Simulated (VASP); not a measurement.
Input of a VASP 6.6.1 run:

The input POSCAR:

```
LiNbO2
1.0
    2.9202910576      0.0000000000      0.0000000000
   -1.4601455288      2.5290462423      0.0000000000
    0.0000000000      0.0000000000     10.5319117404
Li Nb O
2 2 4
Direct
    0.0000000000      0.0000000000      0.5000000000
    0.0000000000      0.0000000000      0.0000000000
    0.6666666667      0.3333333333      0.2500000000
    0.3333333333      0.6666666667      0.7500000000
    0.3333333333      0.6666666667      0.1238098236
    0.3333333333      0.6666666667      0.3761901764
    0.6666666667      0.3333333333      0.6238098236
    0.6666666667      0.3333333333      0.8761901764
```

File INCAR.step1:

```
SYSTEM = LiNbO2
ALGO     = Normal         ! electronic algorithm
EDIFF    = 1E-4           ! SCF threshold, eV
ENCUT    = 520            ! plane-wave cutoff, eV
GGA      = PE             ! functional
ISMEAR   = 0              ! smearing method
LASPH    = .True.         ! aspherical terms in the spheres
LCHARG   = .False.        ! write CHGCAR
LREAL    = .False.        ! projectors in reciprocal space
LWAVE    = .True.         ! write WAVECAR
NBANDS   = 38             ! bands
NELM     = 80             ! most SCF steps
PREC     = Accurate       ! precision mode
SIGMA    = 0.02           ! smearing width, eV
```

INCAR.step2

```
SYSTEM = LiNbO2
ALGO     = Normal         ! electronic algorithm
EDIFF    = 1E-6           ! SCF threshold, eV
ENCUT    = 520            ! plane-wave cutoff, eV
ISIF     = 2              ! what is computed and relaxed
ISMEAR   = 0              ! smearing method
ISTART   = 1            
LASPH    = .True.         ! aspherical terms in the spheres
LCHARG   = .False.        ! write CHGCAR
LMIXTAU  = .True.       
LREAL    = .False.        ! projectors in reciprocal space
LWAVE    = .False.        ! write WAVECAR
METAGGA  = R2SCAN         ! meta-GGA
NBANDS   = 38             ! bands
NELM     = 80             ! most SCF steps
PREC     = Accurate       ! precision mode
SIGMA    = 0.02           ! smearing width, eV
```

The input KPOINTS:

```
k-points
0
Gamma
  12 12 4
  0 0 0
```

Potentials or basis: VASP PAW PBE potentials, release 64 (Li_sv, Nb_sv, O).

Run with:

```console
$ cat potpaw_PBE.64/Li_sv/POTCAR potpaw_PBE.64/Nb_sv/POTCAR potpaw_PBE.64/O/POTCAR > POTCAR
$ cp INCAR.step1 INCAR
$ mpirun -np 1 vasp_std > vasp.out
$ cp INCAR.step2 INCAR
$ mpirun -np 1 vasp_std > vasp.out
```

(1) Estimate the largest force.

(2) What does it give for the band gap on the k mesh?

Answers

(1) 0.103 eV/Å.

(2) 1.81 eV, direct.

Caveat: the PAW data sets were made with another functional, which shifts forces and pressure a little.
